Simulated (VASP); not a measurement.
Here is a VASP 6.6.1 calculation.

Contents of INCAR:

```
PREC     = Accurate       # precision mode
ENCUT    = 520            # plane-wave cutoff, eV
EDIFF    = 1E-6           # SCF threshold, eV
ISMEAR   = 0              # smearing method
SIGMA    = 0.15           # smearing width, eV
LREAL    = False          # projectors in reciprocal space
LASPH    = True           # aspherical terms in the spheres
NELM     = 60             # most SCF steps
ALGO     = Normal         # electronic algorithm
ISIF     = 2              # what is computed and relaxed
LWAVE    = False          # write WAVECAR
LCHARG   = False          # write CHGCAR
GGA      = CA             # functional
NBANDS   = 50             # bands
```

Contents of KPOINTS:

```
Automatic mesh
0
Gamma
  9 9 8
```

File POSCAR:

```
Ta2N
1.0
    5.2641495424      0.0000000000      0.0000000000
   -2.6320747712      4.5588872330      0.0000000000
    0.0000000000      0.0000000000      4.8182760762
Ta N
6 3
Direct
    0.6191173904      0.6191173904      0.7526041962
    0.0000000000      0.3808826096      0.7526041962
    0.3808826096      0.0000000000      0.7526041962
    0.3808826096      0.3808826096      0.2473958038
    0.0000000000      0.6191173904      0.2473958038
    0.6191173904      0.0000000000      0.2473958038
    0.6666666667      0.3333333333      0.5000000000
    0.3333333333      0.6666666667      0.5000000000
    0.0000000000      0.0000000000      0.0000000000
```

Potentials or basis: VASP PAW LDA potentials, release 64 (Ta_pv, N).

Run with:

```console
$ cat potpaw_LDA.64/Ta_pv/POTCAR potpaw_LDA.64/N/POTCAR > POTCAR
$ mpirun -np 1 vasp_std > vasp.out
```

Problem. Estimate the pressure.

Solution. 19.1 GPa.

Problem. What does it give for the band gap on the k mesh?

Solution. Zero (an odd number of electrons rules out a gap without spin polarisation).

Problem. What does it give for the largest force?

Solution. 6.459 eV/Å.

Stress tensor (GPa, compression positive):
```
17.59  0.00  0.00
 0.00 17.59  0.00
 0.00  0.00 22.21
```

Caveat: the cell stands under pressure; spin-orbit coupling is left out, which moves the levels of the heavy elements; forces of over 1 eV/Å act on the atoms, so gaps and moduli don't describe the material at rest.
